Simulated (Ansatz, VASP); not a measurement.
## Zn in VASP and in Ansatz

INCAR

```
ALGO = Normal ; EDIFF = 1E-6
ENCUT = 500 ; GGA = CA
GGA_COMPAT = F ; ISIF = 2
ISMEAR = -1 ; LASPH = T
LCHARG = T ; LNONCOLLINEAR = T
LORBIT = 11 ; LORBMOM = T
LREAL = F ; LSORBIT = T
LVHAR = T ; LWAVE = F
MAGMOM = 0 0 0 ; NBANDS = 23
NELM = 200 ; PREC = Accurate
SIGMA = 0.1
```

KPOINTS

```
k-points
0
Gamma
  15 15 15
```

File POSCAR:

```
Zn
1.0
    2.0292612688      0.0000000000      0.0000000000
    0.0000000000      2.0292612688      0.0000000000
    0.0000000000      0.0000000000      2.0292612688
Zn
1
Direct
    0.0000000000      0.0000000000      0.0000000000
```

Input for Ansatz:

```yaml
crystal:
  lattice:
    - [2.0292612688, 0.0, 0.0]
    - [0.0, 2.0292612688, 0.0]
    - [0.0, 0.0, 2.0292612688]
  atoms:
    - { symbol: Zn, position: [0.0, 0.0, 0.0] }
kpoints:
  mp_grid: { grid: [15, 15, 15] }
scf:
  occupations: { method: fermi_dirac, width: 0.1 }
hamiltonian:
  xc: lda
  pseudopotentials: { kind: paw_fr }
output:
  forces: true
  stress: true
  eigenvalues: true
  populations: true
magnetization:
  noncollinear: true
  spin_orbit: true
```

Alike in both runs: task single point; functional LDA; k mesh 15 × 15 × 15; occupations fermi-dirac, width 0.1 eV; non-collinear spin, spin-orbit coupling.

|  | VASP | Ansatz |
| --- | --- | --- |
| version | VASP 6.6.1 | Ansatz 0.2.0 |
| potentials or method | VASP PAW LDA potentials, release 64 (Zn) | PAW with Ansatz's default frozen-core files, scalar-relativistic |
| plane-wave cutoff (eV) | 500 | 420 |
| valence electrons in the cell | 12 | 12 |

|  | VASP | Ansatz | Ansatz less VASP |
| --- | --- | --- | --- |
| net moment per atom (μB) | 0.00 | 0.00 | 0.000 |

LDA's correlation is that of Perdew and Zunger in VASP and of Perdew and Wang (1992) in Ansatz.
